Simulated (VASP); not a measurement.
Wanted: the native input for a VASP 6.6.1 run.

```
Task                   : single point
Functional             : PBE
Potentials or basis    : VASP PAW PBE potentials, release 64 (Na_pv, Ru_pv)
Cutoff                 : 520 eV
k mesh                 : 8 × 8 × 8
Occupations            : gaussian, width 0.1 eV
Spin                   : collinear spin, ferromagnetic start
Starting moments       : [0.0, 0.0, 0.0, 0.0, 2.21] μB
Dipole correction      : no
Further INCAR settings : ALGO = Normal; EDIFF = 1e-06; NBANDS = 33
```

The structure of Na4Ru lies in POSCAR:

```
Na4Ru
1.0
    5.4223045949      0.0000000000      0.0000000000
    0.0000000000      5.4223045949      0.0000000000
    0.0000000000      0.0000000000      5.4223045949
Na Ru
4 1
Direct
    0.0000000000      0.5000000000      0.5000000000
    0.5000000000      0.0000000000      0.5000000000
    0.5000000000      0.5000000000      0.0000000000
    0.5000000000      0.5000000000      0.5000000000
    0.0000000000      0.0000000000      0.0000000000
```

The cell was built from a structure type or drawn by symmetry, and may not be a known phase.

The input as run:

INCAR

```
PREC = Accurate ; ENCUT = 520
EDIFF = 1E-6 ; ISMEAR = 0
SIGMA = 0.1 ; LREAL = False
LASPH = True ; NELM = 150
ALGO = Normal ; ISIF = 2
LWAVE = False ; LCHARG = True
ISPIN = 2 ; MAGMOM = 0 0 0 0 2.21
LORBIT = 11 ; LMAXMIX = 4
GGA = PE ; LELF = True
LVHAR = True ; NBANDS = 33
```

KPOINTS

```
regular mesh
0
Gamma
  8 8 8
```

Potentials or basis: VASP PAW PBE potentials, release 64 (Na_pv, Ru_pv).

Launch:

```console
$ cat potpaw_PBE.64/Na_pv/POTCAR potpaw_PBE.64/Ru_pv/POTCAR > POTCAR
$ mpirun -np 1 vasp_std > vasp.out
```

It gave:

```json
{
  "Pressure": "0.0 GPa",
  "Net moment": "2.24 μB per cell",
  "Site moments": "Na -0.01, +0.01 (each value once); Ru +2.16 μB",
  "Valence electrons inside the program's atomic spheres": "Na 6.07, 6.15 (each value once); Ru 12.24"
}
```

It took 2.7 min on 1 thread of Intel(R) Xeon(R) 6975P-C (Granite Rapids), on a shared host, peak memory 0.44 GiB.
